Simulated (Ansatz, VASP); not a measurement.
Two plane-wave programs on AlN

Contents of POSCAR:

```
AlN
1.0
    3.1110021516      0.0000000000      0.0000000000
   -1.5555010758      2.6942068945      0.0000000000
    0.0000000000      0.0000000000      4.9780000000
Al N
2 2
Direct
    0.3556033380      0.7112066759      0.0000000000
    0.6443966620      0.2887933241      0.5000000000
    0.3138210851      0.6276421701      0.3850000000
    0.6861789149      0.3723578299      0.8850000000
```

File INCAR.step1:

```
SYSTEM = AlN
PREC = Accurate
ENCUT = 520
ISMEAR = 0
SIGMA = 0.05
LREAL = .False.
LASPH = .True.
NELM = 80
NBANDS = 16
GGA = PE
ALGO = Normal
EDIFF = 1E-4
LWAVE = .True.
LCHARG = .False.
```

File INCAR.step2:

```
SYSTEM = AlN
PREC = Accurate
ENCUT = 520
EDIFF = 1E-6
ISMEAR = 0
SIGMA = 0.05
LREAL = .False.
LASPH = .True.
NELM = 80
ALGO = Normal
ISIF = 2
LWAVE = .False.
LCHARG = .False.
METAGGA = R2SCAN
LMIXTAU = .True.
NBANDS = 16
ISTART = 1
```

File KPOINTS:

```
Automatic mesh
0
Gamma
  12 12 6
  0 0 0
```

Input for Ansatz:

```yaml
crystal:
  lattice:
    - [3.1110021516, 0.0, 0.0]
    - [-1.5555010758, 2.6942068945, 0.0]
    - [0.0, 0.0, 4.978]
  atoms:
    - { symbol: Al, position: [0.355603338, 0.7112066759, 0.0] }
    - { symbol: Al, position: [0.644396662, 0.2887933241, 0.5] }
    - { symbol: "N", position: [0.3138210851, 0.6276421701, 0.385] }
    - { symbol: "N", position: [0.6861789149, 0.3723578299, 0.885] }
basis:
  ecutwfc: 500
kpoints:
  mp_grid: { grid: [12, 12, 6] }
hamiltonian:
  xc: r2scan
scf:
  occupations: { method: gaussian, width: 0.05 }
output:
  forces: true
  stress: true
  eigenvalues: true
```

Change from the starting cell: mode 4 (252.6 1/cm) frozen in, largest displacement +0.120 Å.

Alike in both runs: task single point; functional r2SCAN; k mesh 12 × 12 × 6; occupations gaussian, width 0.05 eV; no spin polarisation.

|  | VASP | Ansatz |
| --- | --- | --- |
| version | VASP 6.6.1 | Ansatz 0.2.0 |
| potentials or method | VASP PAW PBE potentials, release 64 (Al, N), cutoff 520 eV | scalar-relativistic, plane waves, PAW |
| valence electrons in the cell | 16 | 16 |

Ansatz gave:

```
gap on the k mesh at the Fermi level (eV)                     : 4.63
least direct gap on the mesh (eV)                             : 4.63
pressure (GPa)                                                : -0.9
traceless stress, the component that is largest in VASP (GPa) : 1.29
rms of the force components (eV/Å)                            : 0.393
```

Task: Which values does VASP return?

Result: gap on the k mesh at the Fermi level (eV): 4.67; least direct gap on the mesh (eV): 4.67; pressure (GPa): -1.3; traceless stress, the component that is largest in VASP (GPa): 1.31; rms of the force components (eV/Å): 0.396.

VASP's potentials were made for PBE, not for r2SCAN. Atom by atom the forces differ by 0.003 eV/Å (rms over components). The functional is the same, so the differences come from potentials, cutoffs and numerics.
